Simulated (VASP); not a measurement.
Input of a VASP 6.6.1 run:

INCAR

```
SYSTEM = Te2Mo
PREC = Accurate
ENCUT = 520
EDIFF = 1E-6
ISMEAR = 0
SIGMA = 0.02
LREAL = .False.
LASPH = .True.
NELM = 80
ALGO = Normal
ISIF = 2
LWAVE = .False.
LCHARG = .True.
GGA = CA
LELF = .True.
LVHAR = .True.
NBANDS = 20
```

The input KPOINTS:

```
regular mesh
0
Gamma
  12 12 2
  0 0 0
```

Contents of POSCAR:

```
Te2Mo
1.0
    3.3625515809      0.0000000000      0.0000000000
   -1.6812757904      2.9120550906      0.0000000000
    0.0000000000      0.0000000000     16.9942169885
Te Mo
2 1
Direct
    0.3333333333      0.6666666667      0.8918936679
    0.3333333333      0.6666666667      0.1081063321
    0.0000000000      0.0000000000      0.0000000000
```

Potentials or basis: VASP PAW LDA potentials, release 64 (Te, Mo_sv).

The run is started by

```console
$ cat potpaw_LDA.64/Te/POTCAR potpaw_LDA.64/Mo_sv/POTCAR > POTCAR
$ mpirun -np 1 vasp_std > vasp.out
```

(1) Predict the largest force.

(2) Predict the band gap on the k mesh.

Answers

(1) 0.059 eV/Å.

(2) 1.05 eV (least direct gap 1.49 eV).

Caveat: spin-orbit coupling is left out, which moves the levels of the heavy elements.
